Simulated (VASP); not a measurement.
Set up this calculation in VASP 6.6.1, as the native input.

```yaml
Task: single point
Functional: LDA
Potentials_or_basis: VASP PAW LDA potentials, release 64 (Ta_pv)
Cutoff: 520 eV
k_mesh: 17 × 17 × 17
Occupations: fermi-dirac, width 0.08 eV
Spin: no spin polarisation
Dipole_correction: no
Further_INCAR_settings: ALGO = Normal; EDIFF = 1e-07; NBANDS = 12
```

The structure of Ta lies in POSCAR:

```
Ta
1.0
   -1.5830668488      1.5830668488      1.5830668488
    1.5830668488     -1.5830668488      1.5830668488
    1.5830668488      1.5830668488     -1.5830668488
Ta
1
Direct
    0.0000000000      0.0000000000      0.0000000000
```

One way to write it, as run:

INCAR

```
SYSTEM = Ta
PREC     = Accurate       ! precision mode
ENCUT    = 520            ! plane-wave cutoff, eV
EDIFF    = 1E-7           ! SCF threshold, eV
ISMEAR   = -1             ! smearing method
SIGMA    = 0.08           ! smearing width, eV
LREAL    = .FALSE.        ! projectors in reciprocal space
LASPH    = .TRUE.         ! aspherical terms in the spheres
NELM     = 80             ! most SCF steps
ALGO     = Normal         ! electronic algorithm
ISIF     = 2              ! what is computed and relaxed
LWAVE    = .FALSE.        ! write WAVECAR
LCHARG   = .TRUE.         ! write CHGCAR
LELF     = .TRUE.         ! ELF
LVHAR    = .TRUE.       
NBANDS   = 12             ! bands
```

KPOINTS

```
Automatic mesh
0
G
  17 17 17
  0 0 0
```

Potentials or basis: VASP PAW LDA potentials, release 64 (Ta_pv).

Launch:

```console
$ cat potpaw_LDA.64/Ta_pv/POTCAR > POTCAR
$ mpirun -np 1 vasp_std > vasp.out
```

Results of the run:

* Pressure: 22.2 GPa

Run time: 16 s on 1 thread of Intel(R) Xeon(R) Platinum 8488C (Sapphire Rapids), with other jobs on the host, peak memory 0.13 GiB.
